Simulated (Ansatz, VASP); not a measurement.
## Two plane-wave programs on Os

Contents of INCAR:

```
AGGAC = 1.0
AGGAX = 1.0
ALDAC = 0.0
ALDAX = 1.0
ALGO = Normal
EDIFF = 1E-6
ENCUT = 500
GGA = B5
GGA_COMPAT = F
ISIF = 2
ISMEAR = -1
LASPH = T
LCHARG = F
LREAL = F
LWAVE = F
NBANDS = 14
NELM = 120
PREC = Accurate
SIGMA = 0.1
```

File KPOINTS:

```
k-points
0
Gamma
  16 16 16
```

POSCAR

```
Os
1.0
   -1.5700430959      1.5700430959      1.5700430959
    1.5700430959     -1.5700430959      1.5700430959
    1.5700430959      1.5700430959     -1.5700430959
Os
1
Direct
    0.0000000000      0.0000000000      0.0000000000
```

Input for Ansatz:

```yaml
crystal:
  lattice:
    - [-1.5700430959, 1.5700430959, 1.5700430959]
    - [1.5700430959, -1.5700430959, 1.5700430959]
    - [1.5700430959, 1.5700430959, -1.5700430959]
  atoms:
    - { symbol: Os, position: [0.0, 0.0, 0.0] }
hamiltonian:
  xc: blyp
  pseudopotentials:
    kind: paw
    azcp:
      Os: "pseudopotentials/Os.paw.azcp"
basis:
  ecutwfc: 420
  fft_grid_basis: typed
kpoints:
  mp_grid: { grid: [16, 16, 16], shift: [0, 0, 0] }
magnetization:
  spin_polarized: false
scf:
  occupations: { method: fermi_dirac, width: 0.1 }
  lower_state_search: "off"
output:
  stress: true
```

Alike in both runs: task single point; functional BLYP; k mesh 16 × 16 × 16; occupations fermi-dirac, width 0.1 eV; no spin polarisation.

|  | VASP | Ansatz |
| --- | --- | --- |
| version | VASP 6.6.1 | Ansatz 0.2.0 |
| potentials or method | VASP PAW PBE potentials, release 64 (Os_sv_GW), cutoff 500 eV | plane waves (420 eV) with PAW, scalar-relativistic |
| valence electrons in the cell | 16 | 16 |

```tsv
	VASP	Ansatz	Ansatz less VASP
pressure (GPa)	-0.9	0.1	+1.04
```

VASP's potentials were made for PBE, not for BLYP.

Spin-orbit coupling is off throughout.
